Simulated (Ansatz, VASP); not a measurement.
AlNi in VASP and in Ansatz

The input POSCAR:

```
AlNi
1.0
    2.0223875470     -2.0221672990      0.0000000000
    2.0223875470      2.0221672990      0.0000000000
    0.0000000000      0.0000000000      2.8700173234
Al Ni
1 1
Direct
    0.0000000000      0.0000000000      0.0000000000
    0.5000000000      0.5000000000      0.5000000000
```

File INCAR.step1:

```
ALGO = Normal
EDIFF = 1E-4
ENCUT = 520
GGA = PE
ISMEAR = 0
LASPH = T
LCHARG = F
LREAL = F
LWAVE = T
NBANDS = 14
NELM = 60
PREC = Accurate
SIGMA = 0.15
```

Contents of INCAR.step2:

```
ALGO = Normal
EDIFF = 1E-7
ENCUT = 520
ISIF = 2
ISMEAR = 0
ISTART = 1
LASPH = T
LCHARG = F
LMIXTAU = T
LREAL = F
LWAVE = F
METAGGA = R2SCAN
NBANDS = 14
NELM = 60
PREC = Accurate
SIGMA = 0.15
```

KPOINTS

```
k-points
0
Gamma
  20 20 20
```

Input for Ansatz:

```yaml
crystal:
  lattice:
    - [2.022387547, -2.022167299, 0.0]
    - [2.022387547, 2.022167299, 0.0]
    - [0.0, 0.0, 2.8700173234]
  atoms:
    - { symbol: Al, position: [0.0, 0.0, 0.0] }
    - { symbol: Ni, position: [0.5, 0.5, 0.5] }
basis:
  ecutwfc: 500
kpoints:
  mp_grid: { grid: [20, 20, 20] }
hamiltonian:
  xc: r2scan
scf:
  occupations: { method: gaussian, width: 0.15 }
output:
  forces: true
  stress: true
  eigenvalues: true
  write_density: true
  write_potential: true
  elf: true
  volumetric_format: npy
```

Alike in both runs: task single point; functional r2SCAN; k mesh 20 × 20 × 20; occupations gaussian, width 0.15 eV; no spin polarisation.

|  | VASP | Ansatz |
| --- | --- | --- |
| version | VASP 6.6.1 | Ansatz 0.2.0 |
| potentials or method | VASP PAW PBE potentials, release 64 (Al, Ni), cutoff 520 eV | scalar-relativistic, plane waves, PAW |
| valence electrons in the cell | 13 | 21 |

Ansatz gave:

```
gap on the k mesh at the Fermi level (eV)                     : none
pressure (GPa)                                                : 0.0
traceless stress, the component that is largest in VASP (GPa) : -0.19
```

Question: What did VASP give for the same quantities?

Answer: gap on the k mesh at the Fermi level (eV): none; pressure (GPa): -0.3; traceless stress, the component that is largest in VASP (GPa): -0.19.

VASP's potentials were made for PBE, not for r2SCAN. A gap of «none» marks a metal or a gap that the smearing closes. VASP's potentials hold 13 valence electrons a cell and Ansatz's 21, so a difference there can come from the potentials and not from the codes.
